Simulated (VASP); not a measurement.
Sb: electric field gradients with PBEsol

The system is Sb.

```xyz
1
Lattice="0.0000 2.2895 2.2895 2.2895 0.0000 2.2895 2.2895 2.2895 0.0000" Properties=species:S:1:pos:R:3 pbc="T T T"
Sb    0.0000    0.0000    0.0000
```

This cell differs from its parent crystal: volume scaled by 0.98.

```json
{"Program": "VASP 6.6.1", "Task": "electric field gradients", "Functional": "PBEsol", "Potentials or basis": "VASP PAW PBE potentials, release 64 (Sb)", "Cutoff": "520 eV", "k mesh": "12 × 12 × 12", "Occupations": "fermi-dirac, width 0.05 eV", "Spin": "no spin polarisation", "Dipole correction": "no", "Further INCAR settings": "ALGO = Normal; EDIFF = 1e-08; NBANDS = 8"}
```

```yaml
Pressure: 7.1 GPa
```

Levels at points of the mesh, in eV from the Fermi level:
| k point | band 1 | band 2 | band 3 | band 4 | band 5 | band 6 |
| --- | --- | --- | --- | --- | --- | --- |
| (0.00, 0.00, 0.00) | -13.97 | 6.14 | 6.14 | 6.14 | 10.16 | 10.32 |
| (0.50, 0.00, 0.00) | -9.53 | -6.67 | 4.14 | 4.14 | 8.91 | 9.36 |
| (0.50, 0.50, 0.00) | -7.56 | -5.65 | 0.33 | 0.33 | 4.19 | 4.51 |

Wall time 6.8 s on 1 thread of Intel(R) Xeon(R) Platinum 8259CL CPU @ 2.50GHz (Skylake/Cascade Lake), with other jobs on the host, peak memory 0.14 GiB.

Caveat: without QUAD_EFG the Cq values of the log hold for a quadrupole moment of 1 mb, not for the nuclei; the PAW data sets were made with another functional, which shifts forces and pressure a little; spin-orbit coupling is left out, which moves the levels of the heavy elements.
